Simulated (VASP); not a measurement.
A run of VASP 6.6.1:

Contents of POSCAR:

```
Ag
1.0
    2.9033875881      0.0000000000      0.0000000000
   -1.4516937940      2.5144074083      0.0000000000
    0.0000000000      0.0000000000      9.4833734539
Ag
4
Direct
    0.0000000000      0.0000000000      0.0000000000
    0.0000000000      0.0000000000      0.5000000000
    0.3333333333      0.6666666667      0.2500000000
    0.6666666667      0.3333333333      0.7500000000
```

INCAR.step1

```
SYSTEM = Ag
PREC     = Accurate       ! precision mode
ENCUT    = 550            ! plane-wave cutoff, eV
ISMEAR   = 0              ! smearing method
SIGMA    = 0.1            ! smearing width, eV
LREAL    = .FALSE.        ! projectors in reciprocal space
LASPH    = .TRUE.         ! aspherical terms in the spheres
NELM     = 120            ! most SCF steps
NBANDS   = 30             ! bands
GGA      = PE             ! functional
ALGO     = Normal         ! electronic algorithm
EDIFF    = 1E-5           ! SCF threshold, eV
LWAVE    = .TRUE.         ! write WAVECAR
LCHARG   = .FALSE.        ! write CHGCAR
GGA_COMPAT= .FALSE.
```

Contents of INCAR.step2:

```
SYSTEM = Ag
PREC     = Accurate       ! precision mode
ENCUT    = 550            ! plane-wave cutoff, eV
EDIFF    = 1E-6           ! SCF threshold, eV
ISMEAR   = 0              ! smearing method
SIGMA    = 0.1            ! smearing width, eV
LREAL    = .FALSE.        ! projectors in reciprocal space
LASPH    = .TRUE.         ! aspherical terms in the spheres
NELM     = 120            ! most SCF steps
ALGO     = Normal         ! electronic algorithm
ISIF     = 2              ! what is computed and relaxed
LWAVE    = .FALSE.        ! write WAVECAR
LCHARG   = .TRUE.         ! write CHGCAR
METAGGA  = R2SCAN         ! meta-GGA
LMIXTAU  = .TRUE.       
LELF     = .TRUE.         ! ELF
LVHAR    = .TRUE.       
NBANDS   = 30             ! bands
ISTART   = 1            
GGA_COMPAT= .FALSE.
```

Contents of KPOINTS:

```
regular mesh
0
G
  24 24 6
  0 0 0
```

Potentials or basis: VASP PAW PBE potentials, release 64 (Ag).

Run with:

```bash
$ cat potpaw_PBE.64/Ag/POTCAR > POTCAR
$ cp INCAR.step1 INCAR
$ mpirun -np 1 vasp_std > vasp.out
$ cp INCAR.step2 INCAR
$ mpirun -np 1 vasp_std > vasp.out
```

Hardware: 1 thread of Intel(R) Xeon(R) 6975P-C (Granite Rapids), with other jobs on the host.

Q: Estimate the wall time of this run.

A: Wall time 11 min on 1 thread of Intel(R) Xeon(R) 6975P-C (Granite Rapids) (shared host), peak memory 0.5 GiB. Counts: k points 244.
